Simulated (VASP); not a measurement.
Write the native input for VASP 6.6.1 that does the following.

```
Task                   : single point
Functional             : PBE
Potentials or basis    : VASP PAW PBE potentials, release 64 (Cd, Se)
Cutoff                 : 500 eV
k mesh                 : 9 × 9 × 4
Occupations            : gaussian, width 0.02 eV
Spin                   : no spin polarisation
Dipole correction      : no
Further INCAR settings : ALGO = Normal; EDIFF = 1e-06; NBANDS = 26
```

The structure of CdSe lies in POSCAR:

```
CdSe
1.0
    4.5942367083      0.0000000000      0.0000000000
   -2.2971183541      3.9787257004      0.0000000000
    0.0000000000      0.0000000000      7.0769337600
Cd Se
2 2
Direct
    0.6666666667      0.3333333333      0.0085528567
    0.3333333333      0.6666666667      0.5085528567
    0.6666666667      0.3333333333      0.3664471433
    0.3333333333      0.6666666667      0.8664471433
```

This cell differs from its parent crystal: strained.

One way to write it, as run:

INCAR

```
  PREC = Accurate
  ENCUT = 500
  EDIFF = 1E-6
  ISMEAR = 0
  SIGMA = 0.02
  LREAL = F
  LASPH = T
  NELM = 120
  ALGO = Normal
  ISIF = 2
  LWAVE = F
  LCHARG = F
  GGA = PE
  NBANDS = 26
  GGA_COMPAT = F
```

KPOINTS

```
Automatic mesh
0
Gamma
  9 9 4
```

Potentials or basis: VASP PAW PBE potentials, release 64 (Cd, Se).

Command:

```bash
$ cat potpaw_PBE.64/Cd/POTCAR potpaw_PBE.64/Se/POTCAR > POTCAR
$ mpirun -np 1 vasp_std > vasp.out
```

Results of the run:

```
Pressure               : -1.8 GPa
Largest force          : 0.982 eV/Å
Band gap on the k mesh : 0.43 eV
```

Caveat: the cell differs from its parent crystal (strained).

It took 5.3 min on 1 thread of Intel Xeon 8259CL, with other jobs on the host, peak memory 0.31 GiB.
